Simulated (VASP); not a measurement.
# W in VASP: single point with PBE

Aim: the single point of W with PBE.

Everything below comes from runs of VASP 6.6.1. Logs are shortened: lines on timing, memory, paths and dates and some standing lists are left out, and cuts for length are marked.

## 1. The cell of the first run

The cell holds a slab with vacuum, 4 atoms: a = 2.855 Å, b = 4.037 Å, c = 18.282 Å, α = 90.00°, β = 90.00°, γ = 90.00°.

## 2. Single point, PBE

Contents of INCAR:

```
  PREC = Accurate
  ENCUT = 520
  EDIFF = 1E-6
  ISMEAR = 0
  SIGMA = 0.1
  LREAL = False
  LASPH = True
  NELM = 80
  ALGO = Normal
  ISIF = 2
  LWAVE = False
  LCHARG = True
  LDIPOL = True
  IDIPOL = 3
  DIPOL = 0.5 0.5 0.495
  GGA = PE
  LELF = True
  LVHAR = True
  LVACPOTAV = True
  NBANDS = 36
```

Contents of KPOINTS:

```
regular mesh
0
Gamma
  10 7 1
```

Contents of POSCAR:

```
W
1.0
    2.8547213223      0.0000000000      0.0000000000
    0.0000000000      4.0371856107      0.0000000000
    0.0000000000      0.0000000000     18.2820819834
W
4
Direct
    0.5000000000      0.5000000000      0.3828885576
    0.0000000000      0.0000000000      0.4609628525
    0.5000000000      0.5000000000      0.5380710292
    0.0000000000      0.0000000000      0.5993317806
```

Potentials or basis: VASP PAW PBE potentials, release 64 (W_sv).

Command:

```sh
$ cat potpaw_PBE.64/W_sv/POTCAR > POTCAR
$ mpirun -np 1 vasp_std > vasp.out
```

OUTCAR:

```text
PREC = Accurate
   ENCUT = 520
   EDIFF = 1E-6
   ISMEAR = 0
   LREAL = False
   LASPH = True
   NELM = 80
   ISIF = 2
   GGA = PE

 ion  position               nearest neighbor table
   1  0.500  0.500  0.383-   3 2.84   2 2.85   2 2.85   2 2.85   2 2.85
   2  0.000  0.000  0.461-   4 2.53   3 2.85   3 2.85   3 2.85   3 2.85   1 2.85   1 2.85   1 2.85
                             1 2.85
   3  0.500  0.500  0.538-   4 2.71   4 2.71   4 2.71   4 2.71   1 2.84   2 2.85   2 2.85   2 2.85
                             2 2.85
   4  0.000  0.000  0.599-   2 2.53   3 2.71   3 2.71   3 2.71   3 2.71

  LATTYP: Found a simple orthorhombic cell.
 ALAT       =     2.8547213223
 B/A-ratio  =     1.4142135623
 C/A-ratio  =     6.4041564550

  Lattice vectors:

 A1 = (   2.8547213223,   0.0000000000,   0.0000000000)
 A2 = (   0.0000000000,   4.0371856107,   0.0000000000)
 A3 = (   0.0000000000,   0.0000000000,  18.2820819834)

Analysis of symmetry for initial positions (statically):
=====================================================================
 Subroutine PRICEL returns:
 Original cell was already a primitive cell.

 Routine SETGRP: Setting up the symmetry group for a
 simple orthorhombic supercell.

 Subroutine GETGRP returns: Found  4 space group operations
 (whereof  4 operations were pure point group operations)
 out of a pool of  8 trial point group operations.

The static configuration has the point symmetry C_2v.

Analysis of symmetry for dynamics (positions and initial velocities):
=====================================================================
 Subroutine PRICEL returns:
 Original cell was already a primitive cell.

 Routine SETGRP: Setting up the symmetry group for a
 simple orthorhombic supercell.

 Subroutine GETGRP returns: Found  4 space group operations
 (whereof  4 operations were pure point group operations)
 out of a pool of  8 trial point group operations.

The dynamic configuration has the point symmetry C_2v.

 Subroutine INISYM returns: Found  4 space group operations
 (whereof  4 operations are pure point group operations),
 and found     1 'primitive' translations

----------------------------------------------------------------------------------------

                                     Primitive cell

  volume of cell :     210.7017

  direct lattice vectors                    reciprocal lattice vectors
     2.854721322  0.000000000  0.000000000     0.350296890  0.000000000  0.000000000
     0.000000000  4.037185611  0.000000000     0.000000000  0.247697306  0.000000000
     0.000000000  0.000000000 18.282081983     0.000000000  0.000000000  0.054698365

  length of vectors
     2.854721322  4.037185611 18.282081983     0.350296890  0.247697306  0.054698365

  position of ions in fractional coordinates (direct lattice)
     0.500000000  0.500000000  0.382888558
     0.000000000  0.000000000  0.460962853
     0.500000000  0.500000000  0.538071029
     0.000000000  0.000000000  0.599331781

  ion indices of the primitive-cell ions
   primitive index   ion index
                 1           1
                 2           2
                 3           3
                 4           4

----------------------------------------------------------------------------------------

 KPOINTS: regular mesh

Automatic generation of k-mesh.
 Grid dimensions read from file:
 generate k-points for:   10    7    1

 Generating k-lattice:

  Cartesian coordinates                     Fractional coordinates (reciprocal lattice)
     0.035029689  0.000000000  0.000000000     0.100000000  0.000000000  0.000000000
     0.000000000  0.035385329  0.000000000     0.000000000  0.142857143  0.000000000
     0.000000000  0.000000000  0.054698365     0.000000000  0.000000000  1.000000000

  Length of vectors
     0.035029689  0.035385329  0.054698365

  Shift w.r.t. Gamma in fractional coordinates (k-lattice)
     0.000000000  0.000000000  0.000000000

 Subroutine IBZKPT returns following result:
 ===========================================

 Found     24 irreducible k-points:

 Following reciprocal coordinates:
            Coordinates               Weight
  0.000000  0.000000  0.000000      1.000000
  0.100000  0.000000  0.000000      2.000000
  0.200000  0.000000  0.000000      2.000000
  0.300000  0.000000  0.000000      2.000000
  0.400000  0.000000  0.000000      2.000000
  0.500000  0.000000  0.000000      1.000000
[... 16 lines left out ...]
  0.400000  0.428571  0.000000      4.000000
  0.500000  0.428571  0.000000      2.000000
   k-points           NKPTS =     24   k-points in BZ     NKDIM =     24   number of bands    NBANDS=     36
   number of dos      NEDOS =    301   number of ions     NIONS =      4
   total plane-waves  NPLWV = 100800
   dimension x,y,z NGX =    24 NGY =   30 NGZ =  140
   dimension x,y,z NGXF=    48 NGYF=   60 NGZF=  280
   ions per type =               4
   NGX,Y,Z   is equivalent  to a cutoff of  13.98, 12.35, 12.73 a.u.
   NGXF,Y,Z  is equivalent  to a cutoff of  27.95, 24.71, 25.46 a.u.
 SYSTEM =  unknown system
   PREC   = accura    normal or accurate (medium, high low for compatibility)
   ISTART =      0    job   : 0-new  1-cont  2-samecut
   ICHARG =      2    charge: 1-file 2-atom 10-const
   ISPIN  =      1    spin polarized calculation?
   LNONCOLLINEAR =      F non collinear calculations
   LSORBIT =      F    spin-orbit coupling
   LASPH  =      T    aspherical Exc in radial PAW
   ENCUT  =  520.0 eV  38.22 Ry    6.18 a.u.   5.31  7.51 33.99*2*pi/ulx,y,z
   NELM   =     80;   NELMIN=  2; NELMDL= -5     # of ELM steps
   EDIFF  = 0.1E-05   stopping-criterion for ELM
   LREAL  =      F    real-space projection
   EDIFFG = 0.1E-04   stopping-criterion for IOM
   NSW    =      0    number of steps for IOM
   IBRION =     -1    ionic relax: 0-MD 1-quasi-New 2-CG
   NFREE  =      0    steps in history (QN), initial steepest desc. (CG)
   ISIF   =      2    stress and relaxation
   ISYM   =      2    0-nonsym 1-usesym 2-fastsym
   POTIM  = 0.5000    time-step for ionic-motion
   TEBEG  =    0.0;   TEEND  =   0.0 temperature during run
   PSTRESS=    0.0 pullay stress
   NELECT =      56.0000    total number of electrons
   NUPDOWN=      -1.0000    fix difference up-down
   EMIN   =  10.00;   EMAX   =-10.00  energy-range for DOS
   EFERMI =   0.00;   METHOD = LEGACY
   ISMEAR =     0;   SIGMA  =   0.10  broadening in eV -4-tet -1-fermi 0-gaus
   EFERMI_NEDOS =   21; number of points for ismear=-14 and -15
   IALGO  =     38    algorithm
   IMIX   =      4    mixing-type and parameters
     AMIX     =   0.40;   BMIX     =  1.00
     AMIX_MAG =   1.60;   BMIX_MAG =  1.00
  volume/ion in A,a.u.               =      52.68       355.47
  Fermi-wavevector in a.u.,A,eV,Ry     =   1.052563  1.989056 15.073746  1.107889
  Thomas-Fermi vector in A             =   2.187651
   LORBIT       =      0    0 simple, 1 ext, 2 COOP (PROOUT), +10 PAW based schemes
   GGA     = PE    functional components
   LHFCALC =     F    Hartree Fock is set to
   AEXX    =    0.0000 exact exchange contribution
   IVDW    =     0    specifies the selected vdW correction
   LEPSILON=     F    determine dielectric tensor
   LRPA    =     F    only Hartree local field effects (RPA)
 non-spin polarized calculation
 Gauss-broadening in eV      SIGMA  =   0.10
  energy-cutoff  :      520.00
  volume of cell :      210.70
 maximum number of plane-waves:      5707
 NGX is ok and might be reduce to    24
   NGX = 11   NGY = 15   NGZ = 67

 dipolmoment           0.000000      0.000000     -0.008174 electrons x Angstroem

 number of electron      55.9999996 magnetization

 dipolmoment           0.000000      0.000000      0.011448 electrons x Angstroem

 Free energy of the ion-electron system (eV)
  ---------------------------------------------------
  ext. energy  EPLUGINS =         0.00000000
  ---------------------------------------------------
  free energy    TOTEN  =       -45.70200421 eV

  energy without entropy =      -45.67868673  energy(sigma->0) =      -45.69034547

 E-fermi :   0.5193     XC(G=0):  -5.3637

 val. band max:        0.5151121848   @ k =   0.0000   0.2857   0.0000
 cond. band min:       0.5257644942   @ k =   0.0000   0.4286   0.0000
 fundamental gap:      0.0106523094
 Fermi energy:         0.5192805824

 k-point     1 :       0.0000    0.0000    0.0000
  band No.  band energies     occupation
      1     -73.3763      2.00000
      2     -73.1896      2.00000
      3     -73.0856      2.00000
      4     -72.9903      2.00000
      5     -37.9320      2.00000
      6     -37.8794      2.00000
[... 28 lines left out ...]
     35       3.0516      0.00000
     36       3.3633      0.00000

 k-point     2 :       0.1000    0.0000    0.0000
  band No.  band energies     occupation
      1     -73.3725      2.00000
      2     -73.1844      2.00000
      3     -73.0816      2.00000
      4     -72.9901      2.00000
      5     -37.9009      2.00000
      6     -37.8808      2.00000
[... 28 lines left out ...]
     35       2.8616      0.00000
     36       3.4162      0.00000

 k-point     3 :       0.2000    0.0000    0.0000
  band No.  band energies     occupation
      1     -73.3626      2.00000
      2     -73.1704      2.00000
      3     -73.0706      2.00000
      4     -72.9902      2.00000
      5     -37.8927      2.00000
      6     -37.8128      2.00000
[... 28 lines left out ...]
     35       3.2274      0.00000
     36       3.4901      0.00000

 k-point     4 :       0.3000    0.0000    0.0000
  band No.  band energies     occupation
      1     -73.3503      2.00000
      2     -73.1528      2.00000
      3     -73.0549      2.00000
      4     -72.9927      2.00000
      5     -37.9294      2.00000
      6     -37.7871      2.00000
[... 28 lines left out ...]
     35       3.3417      0.00000
     36       4.1829      0.00000

 k-point     5 :       0.4000    0.0000    0.0000
  band No.  band energies     occupation
      1     -73.3403      2.00000
      2     -73.1384      2.00000
      3     -73.0384      2.00000
      4     -72.9986      2.00000
      5     -37.9794      2.00000
      6     -37.8667      2.00000
[... 655 lines left out ...]
 k-point    22 :       0.3000    0.4286    0.0000
  band No.  band energies     occupation
      1     -73.3482      2.00000
      2     -73.1454      2.00000
      3     -73.0424      2.00000
      4     -73.0141      2.00000
      5     -37.9524      2.00000
      6     -37.8346      2.00000
[... 28 lines left out ...]
     35       3.2406      0.00000
     36       3.4877      0.00000

 k-point    23 :       0.4000    0.4286    0.0000
  band No.  band energies     occupation
      1     -73.3396      2.00000
      2     -73.1362      2.00000
      3     -73.0327      2.00000
      4     -73.0065      2.00000
      5     -37.9775      2.00000
      6     -37.9304      2.00000
[... 28 lines left out ...]
     35       3.4934      0.00000
     36       4.1166      0.00000

 k-point    24 :       0.5000    0.4286    0.0000
  band No.  band energies     occupation
      1     -73.3363      2.00000
      2     -73.1327      2.00000
      3     -73.0290      2.00000
      4     -73.0036      2.00000
      5     -38.0174      2.00000
      6     -37.9798      2.00000
[... 28 lines left out ...]
     35       3.7947      0.00000
     36       4.4394      0.00000

------------------------ aborting loop because EDIFF is reached ----------------------------------------

  FORCE on cell =-STRESS in cart. coord.  units (eV):
  Direction    XX          YY          ZZ          XY          YZ          ZX
  --------------------------------------------------------------------------------------
  -------------------------------------------------------------------------------------
  Total       -3.1427491     -1.6205530     -2.9447774      0.0000000      0.0000000      0.0000000
  in kB      -23.8974852    -12.3226958    -22.3921076      0.0000000      0.0000000      0.0000000
  external PRESSURE =     -19.5374296 kB  Pullay stress =       0.0000000 kB

 VOLUME and BASIS-vectors are now :
 -----------------------------------------------------------------------------
  energy-cutoff  :      520.00
  volume of cell :      210.70
      direct lattice vectors                 reciprocal lattice vectors
     2.854721322  0.000000000  0.000000000     0.350296890  0.000000000  0.000000000
     0.000000000  4.037185611  0.000000000     0.000000000  0.247697306  0.000000000
     0.000000000  0.000000000 18.282081983     0.000000000  0.000000000  0.054698365

 POSITION                                       TOTAL-FORCE (eV/Angst)
 -----------------------------------------------------------------------------------
      1.42736      2.01859      7.00000         0.000000      0.000000      2.182257
      0.00000      0.00000      8.42736         0.000000      0.000000     -2.263178
      1.42736      2.01859      9.83706         0.000000      0.000000     -0.007913
      0.00000      0.00000     10.95703         0.000000      0.000000      0.088834
 -----------------------------------------------------------------------------------
    total drift:                                0.000000     -0.000000      0.000060

  FREE ENERGIE OF THE ION-ELECTRON SYSTEM (eV)
  ---------------------------------------------------
  free  energy   TOTEN  =       -45.7020042067 eV

  energy  without entropy=      -45.6786867316  energy(sigma->0) =      -45.69034547

 vacuum level on the upper side and lower side of the slab         4.792         4.612
```

Run time: 4.6 min. Hardware: 1 thread of AMD EPYC 7R43 (Zen 3), shared host; peak memory 0.33 GiB.

Results:

* Free energy: -45.7020 eV
* Largest force: 2.263 eV/Å
* Band gap on the k mesh: zero (band 28 reaches 1.01 eV, above the bottom of band 29 at 0.34 eV)

Forces in eV/Å, atoms in the order of the input:
```
W    0.000  0.000  2.182
W    0.000  0.000 -2.263
W    0.000  0.000 -0.008
W    0.000  0.000  0.089
```

Levels at points of the mesh, in eV from the Fermi level:
```
           k point  band 25  band 26  band 27  band 28  band 29  band 30  band 31  band 32
(0.00, 0.00, 0.00)    -0.93    -0.67    -0.66    -0.05     0.16     0.77     0.94     1.16
(0.50, 0.00, 0.00)    -1.98    -1.72     0.16     0.29     1.84     2.15     2.50     2.95
```

Caveat: spin-orbit coupling is left out, which moves the levels of the heavy elements.
